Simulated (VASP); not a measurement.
# Li2Rh (P-3m1) in VASP: notebook

Runs on Li2Rh. Level: PBE. Tasks: single point.

Everything below comes from runs of VASP 6.6.1. Logs are shortened: lines on timing, memory, paths and dates and some standing lists are left out, and cuts for length are marked.

## Step 1: The cell of the first run

Symmetry: P-3m1, No. 164, trigonal system. Conventional cell: a = 2.723 Å, b = 2.723 Å, c = 6.882 Å, α = 90.00°, β = 90.00°, γ = 120.00°. Li (site symmetry 3m) has 3 Rh at 2.60 Å and 9 Li at 2.72 to 3.16 Å within 3.4 Å. Within 3.4 Å of Rh (site symmetry -3m) lie 6 Li at 2.60 Å and 6 Rh at 2.72 Å.

The cell was generated, and may not be a known phase.

## Step 2: Single point, PBE

Input file INCAR:

```
SYSTEM = Li2Rh
PREC = Accurate
ENCUT = 520
EDIFF = 1E-6
ISMEAR = 0
SIGMA = 0.1
LREAL = .False.
LASPH = .True.
NELM = 100
ALGO = Normal
ISIF = 2
LWAVE = .False.
LCHARG = .False.
GGA = PE
NBANDS = 18
```

Input file KPOINTS:

```
regular mesh
0
Gamma
  6 6 4
  0 0 0
```

Input file POSCAR:

```
Li2Rh
1.0
    2.7225477000      0.0000000000      0.0000000000
   -1.3612739000      2.3577955000      0.0000000000
    0.0000000000      0.0000000000      6.8815441000
Li Rh
2 1
Direct
    0.3333333000      0.6666667000      0.3008300000
    0.6666667000      0.3333333000      0.6991700000
    0.0000000000      0.0000000000      0.0000000000
```

Potentials or basis: VASP PAW PBE potentials, release 64 (Li_sv, Rh_pv).

The run is started by

```bash
$ cat potpaw_PBE.64/Li_sv/POTCAR potpaw_PBE.64/Rh_pv/POTCAR > POTCAR
$ mpirun -np 1 vasp_std > vasp.out
```

OUTCAR:

```text
SYSTEM = Li2Rh
   PREC = Accurate
   ENCUT = 520
   EDIFF = 1E-6
   ISMEAR = 0
   LREAL = .False.
   LASPH = .True.
   NELM = 100
   ISIF = 2
   GGA = PE

 ion  position               nearest neighbor table
   1  0.333  0.667  0.301-   3 2.60   3 2.60   3 2.60
   2  0.667  0.333  0.699-   3 2.60   3 2.60   3 2.60
   3  0.000  0.000  0.000-   1 2.60   2 2.60   2 2.60   1 2.60   2 2.60   1 2.60

  LATTYP: Found a hexagonal cell.
 ALAT       =     2.7225477000
 C/A-ratio  =     2.5276119496

  Lattice vectors:

 A1 = (   2.7225477000,   0.0000000000,   0.0000000000)
 A2 = (  -1.3612739000,   2.3577955000,   0.0000000000)
 A3 = (   0.0000000000,   0.0000000000,   6.8815441000)

Analysis of symmetry for initial positions (statically):
=====================================================================
 Subroutine PRICEL returns:
 Original cell was already a primitive cell.

 Routine SETGRP: Setting up the symmetry group for a
 hexagonal supercell.

 Subroutine GETGRP returns: Found 12 space group operations
 (whereof 12 operations were pure point group operations)
 out of a pool of 24 trial point group operations.

The static configuration has the point symmetry D_3d.

Analysis of symmetry for dynamics (positions and initial velocities):
=====================================================================
 Subroutine PRICEL returns:
 Original cell was already a primitive cell.

 Routine SETGRP: Setting up the symmetry group for a
 hexagonal supercell.

 Subroutine GETGRP returns: Found 12 space group operations
 (whereof 12 operations were pure point group operations)
 out of a pool of 24 trial point group operations.

The dynamic configuration has the point symmetry D_3d.

 Subroutine INISYM returns: Found 12 space group operations
 (whereof 12 operations are pure point group operations),
 and found     1 'primitive' translations

----------------------------------------------------------------------------------------

                                     Primitive cell

  volume of cell :      44.1741

  direct lattice vectors                    reciprocal lattice vectors
     2.722547700  0.000000000  0.000000000     0.367303023  0.212062504  0.000000000
    -1.361273900  2.357795500  0.000000000     0.000000000  0.424124993  0.000000000
     0.000000000  0.000000000  6.881544100     0.000000000  0.000000000  0.145316223

  length of vectors
     2.722547700  2.722547750  6.881544100     0.424125001  0.424124993  0.145316223

  position of ions in fractional coordinates (direct lattice)
     0.333333300  0.666666700  0.300830000
     0.666666700  0.333333300  0.699170000
[... 79 lines left out ...]
   LREAL  =      F    real-space projection
   EDIFFG = 0.1E-04   stopping-criterion for IOM
   NSW    =      0    number of steps for IOM
   IBRION =     -1    ionic relax: 0-MD 1-quasi-New 2-CG
   NFREE  =      0    steps in history (QN), initial steepest desc. (CG)
   ISIF   =      2    stress and relaxation
   ISYM   =      2    0-nonsym 1-usesym 2-fastsym
   POTIM  = 0.5000    time-step for ionic-motion
   TEBEG  =    0.0;   TEEND  =   0.0 temperature during run
   PSTRESS=    0.0 pullay stress
   NELECT =      21.0000    total number of electrons
   NUPDOWN=      -1.0000    fix difference up-down
   EMIN   =  10.00;   EMAX   =-10.00  energy-range for DOS
   EFERMI =   0.00;   METHOD = LEGACY
   ISMEAR =     0;   SIGMA  =   0.10  broadening in eV -4-tet -1-fermi 0-gaus
   EFERMI_NEDOS =   21; number of points for ismear=-14 and -15
   IALGO  =     38    algorithm
   IMIX   =      4    mixing-type and parameters
     AMIX     =   0.40;   BMIX     =  1.00
     AMIX_MAG =   1.60;   BMIX_MAG =  1.00
  volume/ion in A,a.u.               =      14.72        99.37
  Fermi-wavevector in a.u.,A,eV,Ry     =   1.277690  2.414484 22.211391  1.632491
  Thomas-Fermi vector in A             =   2.410275
   LORBIT       =      0    0 simple, 1 ext, 2 COOP (PROOUT), +10 PAW based schemes
   GGA     = PE    functional components
   LHFCALC =     F    Hartree Fock is set to
   AEXX    =    0.0000 exact exchange contribution
   IVDW    =     0    specifies the selected vdW correction
   LEPSILON=     F    determine dielectric tensor
   LRPA    =     F    only Hartree local field effects (RPA)
 non-spin polarized calculation
 Gauss-broadening in eV      SIGMA  =   0.10
  energy-cutoff  :      520.00
  volume of cell :       44.17
 maximum number of plane-waves:      1204
   NGX = 11   NGY = 11   NGZ = 25

 number of electron      20.9999991 magnetization

 Free energy of the ion-electron system (eV)
  ---------------------------------------------------
  ext. energy  EPLUGINS =         0.00000000
  ---------------------------------------------------
  free energy    TOTEN  =       -11.44214306 eV

  energy without entropy =      -11.42892454  energy(sigma->0) =      -11.43553380

 E-fermi :   4.3590     XC(G=0):  -9.7066

 val. band max:        4.3322343777   @ k =   0.0000   0.3333   0.2500
 cond. band min:       4.4073607507   @ k =   0.3333   0.0000   0.2500
 fundamental gap:      0.0751263730
 Fermi energy:         4.3589516221

 k-point     1 :       0.0000    0.0000    0.0000
  band No.  band energies     occupation
      1     -41.4583      2.00000
      2     -41.4583      2.00000
      3     -41.4572      2.00000
      4     -41.4087      2.00000
      5     -41.1562      2.00000
      6      -1.3007      2.00000
[... 481 lines left out ...]
      5     -41.1337      2.00000
      6       1.9267      2.00000
[... 10 lines left out ...]
     17      14.4674      0.00000
     18      14.4674      0.00000

------------------------ aborting loop because EDIFF is reached ----------------------------------------

  FORCE on cell =-STRESS in cart. coord.  units (eV):
  Direction    XX          YY          ZZ          XY          YZ          ZX
  --------------------------------------------------------------------------------------
  -------------------------------------------------------------------------------------
  Total       -0.0158499     -0.0158499      0.0436228      0.0000000     -0.0000000      0.0000000
  in kB       -0.5748687     -0.5748687      1.5821829      0.0000000     -0.0000000      0.0000000
  external PRESSURE =       0.1441485 kB  Pullay stress =       0.0000000 kB

 VOLUME and BASIS-vectors are now :
 -----------------------------------------------------------------------------
  energy-cutoff  :      520.00
  volume of cell :       44.17
      direct lattice vectors                 reciprocal lattice vectors
     2.722547700  0.000000000  0.000000000     0.367303023  0.212062504  0.000000000
    -1.361273900  2.357795500  0.000000000     0.000000000  0.424124993  0.000000000
     0.000000000  0.000000000  6.881544100     0.000000000  0.000000000  0.145316223

 POSITION                                       TOTAL-FORCE (eV/Angst)
 -----------------------------------------------------------------------------------
     -0.00000      1.57186      2.07017         0.000000      0.000000      0.035668
      1.36127      0.78593      4.81137        -0.000000     -0.000000     -0.035668
      0.00000      0.00000      0.00000         0.000000      0.000000      0.000000
 -----------------------------------------------------------------------------------
    total drift:                                0.000000     -0.000000      0.000000

  FREE ENERGIE OF THE ION-ELECTRON SYSTEM (eV)
  ---------------------------------------------------
  free  energy   TOTEN  =       -11.4421430570 eV

  energy  without entropy=      -11.4289245375  energy(sigma->0) =      -11.43553380
```

Run time: 26 s. Hardware: 1 thread of Intel Xeon 8259CL, shared host; peak memory 0.16 GiB.

Results:

* Free energy: -11.4421 eV
* Largest force: 0.036 eV/Å
* Band gap on the k mesh: zero (an odd number of electrons rules out a gap without spin polarisation)

Forces on the atoms (eV/Å):
```
Li   0.000  0.000  0.036
Li   0.000  0.000 -0.036
Rh   0.000  0.000  0.000
```

Caveat: the k points lie up to 0.44 Å⁻¹ apart, too coarse for converged energies and pressures of a metal; the cutoff is under 1.25 times the usual one of these potentials, so pressure, stress and relaxed cells hold a basis-set (Pulay) error.

## Step 3: Single point, PBE, collinear spin, ferromagnetic start

Input file INCAR:

```
SYSTEM = Li2Rh
PREC = Accurate
ENCUT = 520
EDIFF = 1E-6
ISMEAR = 0
SIGMA = 0.1
LREAL = .False.
LASPH = .True.
NELM = 150
ALGO = Normal
ISIF = 2
LWAVE = .False.
LCHARG = .True.
ISPIN = 2
MAGMOM = 0 0 1
LORBIT = 11
LMAXMIX = 4
GGA = PE
LELF = .True.
LVHAR = .True.
NBANDS = 22
```

KPOINTS is that of step 2.

POSCAR is that of step 2.

Potentials or basis: VASP PAW PBE potentials, release 64 (Li_sv, Rh_pv).

The run is started by

```bash
$ cat potpaw_PBE.64/Li_sv/POTCAR potpaw_PBE.64/Rh_pv/POTCAR > POTCAR
$ mpirun -np 1 vasp_std > vasp.out
```

It took 65 s on 1 thread of Intel Xeon 8259CL, shared host; peak memory 0.19 GiB.

Results (log left out):

```yaml
Free_energy: -11.4421 eV
Largest_force: 0.035 eV/Å
Net_moment: 0.00 μB per cell
Valence_electrons_inside_the_program's_atomic_spheres: Li 2.11; Rh 13.77
```

Forces on the atoms (eV/Å):
```
Li   0.000  0.000  0.035
Li   0.000  0.000 -0.035
Rh   0.000  0.000  0.000
```

Levels at points of the mesh, in eV from the Fermi level:
Spin up:
| k point | band 7 | band 8 | band 9 | band 10 | band 11 | band 12 | band 13 | band 14 |
| --- | --- | --- | --- | --- | --- | --- | --- | --- |
| (0.00, 0.00, 0.00) | -3.49 | -2.08 | -2.08 | -1.51 | -1.06 | 0.08 | 0.08 | 6.29 |
| (0.50, 0.00, 0.00) | -3.46 | -1.62 | -0.59 | 0.93 | 1.11 | 2.36 | 2.78 | 5.08 |
| (0.00, 0.00, 0.50) | -3.03 | -2.96 | -2.08 | -2.08 | 0.08 | 0.08 | 0.46 | 4.77 |
| (0.50, 0.00, 0.50) | -3.45 | -1.51 | -0.59 | 0.49 | 1.11 | 2.37 | 2.90 | 5.64 |
Spin down:
```tsv
k point	band 6	band 7	band 8	band 9	band 10	band 11	band 12	band 13	band 14	band 15
(0.00, 0.00, 0.00)	-5.66	-3.49	-2.08	-2.08	-1.52	-1.06	0.08	0.08	6.29	10.52
(0.50, 0.00, 0.00)	-4.56	-3.46	-1.62	-0.59	0.93	1.11	2.36	2.77	5.08	7.28
(0.00, 0.00, 0.50)	-5.63	-3.03	-2.96	-2.08	-2.08	0.08	0.08	0.46	4.76	13.92
(0.50, 0.00, 0.50)	-4.56	-3.45	-1.51	-0.59	0.49	1.11	2.37	2.90	5.63	7.26
```

Caveat: the k points lie up to 0.44 Å⁻¹ apart; the cutoff is under 1.25 times the usual one of these potentials, so pressure, stress and relaxed cells hold a basis-set (Pulay) error.

(Part 1 of 2 ends here.)

The gap in the log of VASP goes by the Fermi energy; the results here count the filled bands.